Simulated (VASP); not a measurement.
# FeRuSO (P4/nmm) in VASP: density of states with PBE+U

Aim: the density of states of FeRuSO with PBE+U.

Everything below comes from runs of VASP 6.6.1. Logs are shortened: lines on timing, memory, paths and dates and some standing lists are left out, and cuts for length are marked.

**1. The cell of the first run**

The structure is tetragonal, space group P4/nmm (No. 129). Conventional cell: a = 3.834 Å, b = 3.834 Å, c = 8.673 Å, α = 90.00°, β = 90.00°, γ = 90.00°. Within 3.1 Å of Ru (site symmetry -4m2) lie 4 S at 2.35 Å and 4 Ru at 2.71 Å. S (site symmetry 4mm) has 4 Ru at 2.35 Å within 3.1 Å. Fe (site symmetry -4m2) has 4 O at 2.02 Å within 2.7 Å. O (site symmetry 4mm) has 4 Fe at 2.02 Å within 2.7 Å.

**2. Density of states, PBE+U, collinear spin, ferrimagnetic start**

Contents of POSCAR:

```
FeRuSO
1.0
    3.8340656000      0.0000000000      0.0000000000
    0.0000000000      3.8340656000      0.0000000000
    0.0000000000      0.0000000000      8.6725167200
Ru S Fe O
2 2 2 2
Direct
    0.7500000000      0.2500000000      0.5000000000
    0.2500000000      0.7500000000      0.5000000000
    0.2500000000      0.2500000000      0.3442000000
    0.7500000000      0.7500000000      0.6558000000
    0.2500000000      0.7500000000      0.0000000000
    0.7500000000      0.2500000000      0.0000000000
    0.2500000000      0.2500000000      0.9256000000
    0.7500000000      0.7500000000      0.0744000000
```

Contents of INCAR.step1:

```
SYSTEM = FeRuSO
PREC = Accurate
ENCUT = 520
EDIFF = 1E-6
ISMEAR = -1
SIGMA = 0.1
LREAL = .False.
LASPH = .True.
NELM = 150
ALGO = Normal
ISIF = 2
LWAVE = .False.
LCHARG = .True.
ISPIN = 2
MAGMOM = 2 2 0 0 4 -4 0 0
LMAXMIX = 4
LDAU = .True.
LDAUTYPE = 2
LDAUL = 2 -1 2 -1
LDAUU = 3.06 0 2.77 0
LDAUJ = 0 0 0 0
LDAUPRINT = 1
GGA = PE
NBANDS = 48
```

Contents of KPOINTS.step1:

```
regular mesh
0
Gamma
  6 6 3
  0 0 0
```

Contents of INCAR.step2:

```
SYSTEM = FeRuSO
PREC = Accurate
ENCUT = 520
EDIFF = 1E-6
ISMEAR = -5
SIGMA = 0.1
LREAL = .False.
LASPH = .True.
NELM = 150
ALGO = Normal
ISIF = 2
LWAVE = .False.
LCHARG = .False.
ISPIN = 2
MAGMOM = 2 2 0 0 4 -4 0 0
LORBIT = 11
LMAXMIX = 4
LDAU = .True.
LDAUTYPE = 2
LDAUL = 2 -1 2 -1
LDAUU = 3.06 0 2.77 0
LDAUJ = 0 0 0 0
LDAUPRINT = 1
GGA = PE
NBANDS = 48
NEDOS = 2001
ICHARG = 11
```

Contents of KPOINTS.step2:

```
regular mesh
0
Gamma
  9 9 5
  0 0 0
```

Potentials or basis: VASP PAW PBE potentials, release 64 (Ru_pv, S, Fe, O).

The run is started by

```console
$ cat potpaw_PBE.64/Ru_pv/POTCAR potpaw_PBE.64/S/POTCAR potpaw_PBE.64/Fe/POTCAR potpaw_PBE.64/O/POTCAR > POTCAR
$ cp INCAR.step1 INCAR
$ cp KPOINTS.step1 KPOINTS
$ mpirun -np 1 vasp_std > vasp.out
$ cp INCAR.step2 INCAR
$ cp KPOINTS.step2 KPOINTS
$ mpirun -np 1 vasp_std > vasp.out
```

OUTCAR:

```text
SYSTEM = FeRuSO
   PREC = Accurate
   ENCUT = 520
   EDIFF = 1E-6
   ISMEAR = -5
   LREAL = .False.
   LASPH = .True.
   NELM = 150
   ISIF = 2
   ISPIN = 2
   LORBIT = 11
   GGA = PE
   ICHARG = 11

 ion  position               nearest neighbor table
   1  0.750  0.250  0.500-   3 2.35   4 2.35   4 2.35   3 2.35   2 2.71   2 2.71   2 2.71   2 2.71

   2  0.250  0.750  0.500-   3 2.35   4 2.35   3 2.35   4 2.35   1 2.71   1 2.71   1 2.71   1 2.71

   3  0.250  0.250  0.344-   1 2.35   2 2.35   2 2.35   1 2.35
   4  0.750  0.750  0.656-   1 2.35   2 2.35   1 2.35   2 2.35
   5  0.250  0.750  0.000-   7 2.02   8 2.02   7 2.02   8 2.02   6 2.71   6 2.71   6 2.71   6 2.71

   6  0.750  0.250  0.000-   7 2.02   8 2.02   8 2.02   7 2.02   5 2.71   5 2.71   5 2.71   5 2.71

   7  0.250  0.250  0.926-   5 2.02   6 2.02   5 2.02   6 2.02
   8  0.750  0.750  0.074-   5 2.02   6 2.02   6 2.02   5 2.02

  LATTYP: Found a simple tetragonal cell.
 ALAT       =     3.8340656000
 C/A-ratio  =     2.2619635720

  Lattice vectors:

 A1 = (   3.8340656000,   0.0000000000,   0.0000000000)
 A2 = (   0.0000000000,   3.8340656000,   0.0000000000)
 A3 = (   0.0000000000,   0.0000000000,   8.6725167200)

Analysis of symmetry for initial positions (statically):
=====================================================================
 Subroutine PRICEL returns:
 Original cell was already a primitive cell.

 Routine SETGRP: Setting up the symmetry group for a
 simple tetragonal supercell.

 Subroutine GETGRP returns: Found 16 space group operations
 (whereof  4 operations were pure point group operations)
 out of a pool of 16 trial point group operations.

The static configuration has the point symmetry C_2h.
 The point group associated with its full space group is D_4h.

Analysis of symmetry for dynamics (positions and initial velocities):
=====================================================================
 Subroutine PRICEL returns:
 Original cell was already a primitive cell.

 Routine SETGRP: Setting up the symmetry group for a
 simple tetragonal supercell.

 Subroutine GETGRP returns: Found 16 space group operations
 (whereof  4 operations were pure point group operations)
 out of a pool of 16 trial point group operations.

The dynamic configuration has the point symmetry C_2h.
 The point group associated with its full space group is D_4h.

[... 299 lines left out ...]
  o =  1.0093  v =  0.0000  0.0000  0.0000  0.0000  0.0000  0.0000  0.0000 -0.0000 -0.0000  1.0000      0.0000  0.0000  0.0000  0.0000  0.0000  0.0000  0.0000  0.0000  0.0000  0.0000

 number of electron      68.0000009 magnetization      -0.0001680

 Free energy of the ion-electron system (eV)
  ---------------------------------------------------
  ext. energy  EPLUGINS =         0.00000000
  ---------------------------------------------------
  free energy    TOTEN  =       -47.78553928 eV

  energy without entropy =      -47.78553928  energy(sigma->0) =      -47.78553928

 E-fermi :   5.4184     XC(G=0): -10.5150

 val. band max:        5.4921328880   @ k =   0.0000   0.0000   0.4000
 cond. band min:       5.4510386306   @ k =   0.4444   0.3333   0.0000
 fundamental gap:     -0.0410942574
 Fermi energy:         5.4184121072

 spin component 1

 k-point     1 :       0.0000    0.0000    0.0000
  band No.  band energies     occupation
      1     -37.3411      1.00000
      2     -37.3411      1.00000
      3     -36.9440      1.00000
      4     -36.8696      1.00000
      5     -36.8696      1.00000
      6     -36.8154      1.00000
[... 2345 lines left out ...]
     45      10.8819      0.00000
     46      11.7399      0.00000

 [... further k-points ...]

 [bands above 46 left out]

------------------------ aborting loop because EDIFF is reached ----------------------------------------

  FORCE on cell =-STRESS in cart. coord.  units (eV):
  Direction    XX          YY          ZZ          XY          YZ          ZX
  --------------------------------------------------------------------------------------
  -------------------------------------------------------------------------------------
  Total        0.3744628      0.3744628     -3.0332166      0.0000000      0.0000000      0.0000000
  in kB        4.7060343      4.7060343    -38.1197265      0.0000000      0.0000000      0.0000000
  external PRESSURE =      -9.5692193 kB  Pullay stress =       0.0000000 kB

 VOLUME and BASIS-vectors are now :
 -----------------------------------------------------------------------------
  energy-cutoff  :      520.00
  volume of cell :      127.49
      direct lattice vectors                 reciprocal lattice vectors
     3.834065600  0.000000000  0.000000000     0.260819742  0.000000000  0.000000000
     0.000000000  3.834065600  0.000000000     0.000000000  0.260819742  0.000000000
     0.000000000  0.000000000  8.672516720     0.000000000  0.000000000  0.115306783

 POSITION                                       TOTAL-FORCE (eV/Angst)
 -----------------------------------------------------------------------------------
      2.87555      0.95852      4.33626         0.000000     -0.000000      0.000000
      0.95852      2.87555      4.33626        -0.000000      0.000000      0.000000
      0.95852      0.95852      2.98508        -0.000000      0.000000      1.659349
      2.87555      2.87555      5.68744        -0.000000      0.000000     -1.659349
      0.95852      2.87555      0.00000        -0.000000     -0.000000      0.000000
      2.87555      0.95852      0.00000         0.000000      0.000000      0.000000
      0.95852      0.95852      8.02728        -0.000000      0.000000      0.464067
      2.87555      2.87555      0.64524        -0.000000      0.000000     -0.464067
 -----------------------------------------------------------------------------------
    total drift:                                0.000000     -0.000000      0.000000

  FREE ENERGIE OF THE ION-ELECTRON SYSTEM (eV)
  ---------------------------------------------------
  free  energy   TOTEN  =       -47.7855392783 eV

  energy  without entropy=      -47.7855392783  energy(sigma->0) =      -47.78553928

 total charge

# of ion       s       p       d       tot
------------------------------------------
    1        0.310   6.257   6.209  12.776
    2        0.310   6.257   6.209  12.776
    3        1.351   2.257   0.000   3.607
    4        1.351   2.257   0.000   3.607
    5        0.348   0.414   6.116   6.878
    6        0.348   0.414   6.116   6.878
    7        1.557   3.443   0.000   4.999
    8        1.557   3.443   0.000   4.999
--------------------------------------------------
tot          7.130  24.740  24.651  56.522

 magnetization (x)

# of ion       s       p       d       tot
------------------------------------------
    1       -0.000  -0.000   0.001   0.000
    2        0.000   0.000  -0.001  -0.001
    3        0.000   0.000   0.000   0.000
    4        0.000   0.000   0.000   0.000
    5        0.026   0.046   3.529   3.601
    6       -0.026  -0.046  -3.529  -3.601
    7       -0.000  -0.000   0.000  -0.000
    8       -0.000  -0.000   0.000  -0.000
--------------------------------------------------
tot         -0.000   0.000  -0.000  -0.000
```

OUTCAR.step1:

```text
SYSTEM = FeRuSO
   PREC = Accurate
   ENCUT = 520
   EDIFF = 1E-6
   ISMEAR = -1
   LREAL = .False.
[... 2365 lines left out ...]
      2.87555      0.95852      0.00000        -0.000000     -0.000000      0.000000
      0.95852      0.95852      8.02728        -0.000000     -0.000000      0.463902
      2.87555      2.87555      0.64524        -0.000000     -0.000000     -0.463902
 -----------------------------------------------------------------------------------
    total drift:                                0.000000     -0.000000      0.000000

  FREE ENERGIE OF THE ION-ELECTRON SYSTEM (eV)
  ---------------------------------------------------
  free  energy   TOTEN  =       -47.8112789261 eV

  energy  without entropy=      -47.7506540598  energy(sigma->0) =      -47.78096649
```

OSZICAR.step1:

```text
N       E                     dE             d eps       ncg     rms          rms(c)
DAV:   1     0.755670491139E+03    0.75567E+03   -0.33886E+04  3968   0.149E+03
DAV:   2     0.256534666471E+02   -0.73002E+03   -0.69012E+03  3976   0.420E+02
DAV:   3    -0.524636186719E+02   -0.78117E+02   -0.74096E+02  4576   0.149E+02
DAV:   4    -0.562267720524E+02   -0.37632E+01   -0.37297E+01  4568   0.354E+01
[... 17 lines left out ...]
DAV:  22    -0.478112811960E+02   -0.99460E-05   -0.44540E-05  5472   0.468E-02    0.214E-02
DAV:  23    -0.478112794790E+02    0.17170E-05   -0.51102E-06  4672   0.292E-02    0.158E-02
DAV:  24    -0.478112783786E+02    0.11004E-05   -0.32827E-06  3552   0.279E-02    0.747E-03
DAV:  25    -0.478112789261E+02   -0.54748E-06   -0.17915E-06  3152   0.117E-02
   1 F= -.47811279E+02 E0= -.47780966E+02  d E =-.606249E-01  mag=    -0.0002
```

Wall time 16 min (1 thread of Intel Xeon Platinum 8259CL at 2.50GHz (Skylake/Cascade Lake), shared host); peak memory 0.56 GiB.

Results:

```yaml
Net_moment: 0.00 μB per cell
Site_moments: Ru +0.00, -0.00; S +0.00; Fe +3.60, -3.60; O -0.00 μB
Valence_electrons_inside_the_program's_atomic_spheres: Ru 12.78; S 3.61; Fe 6.88; O 5.00
```

Eigenvalues of the final occupation matrices:
| site | spin | trace | eigenvalues |
| --- | --- | --- | --- |
| site 1 d | 1 | 3.13 | 0.58 0.59 0.59 0.65 0.72 |
| site 1 d | 2 | 3.13 | 0.58 0.59 0.59 0.65 0.72 |
| site 2 d | 1 | 3.13 | 0.58 0.59 0.59 0.65 0.72 |
| site 2 d | 2 | 3.13 | 0.58 0.59 0.59 0.65 0.72 |
| site 5 d | 1 | 4.84 | 0.95 0.95 0.96 0.96 1.01 |
| site 5 d | 2 | 1.30 | 0.06 0.06 0.08 0.20 0.90 |
| site 6 d | 1 | 1.30 | 0.06 0.06 0.08 0.20 0.90 |
| site 6 d | 2 | 4.84 | 0.95 0.95 0.96 0.96 1.01 |

Caveat: tetrahedron occupations give inexact forces and stress in metals.
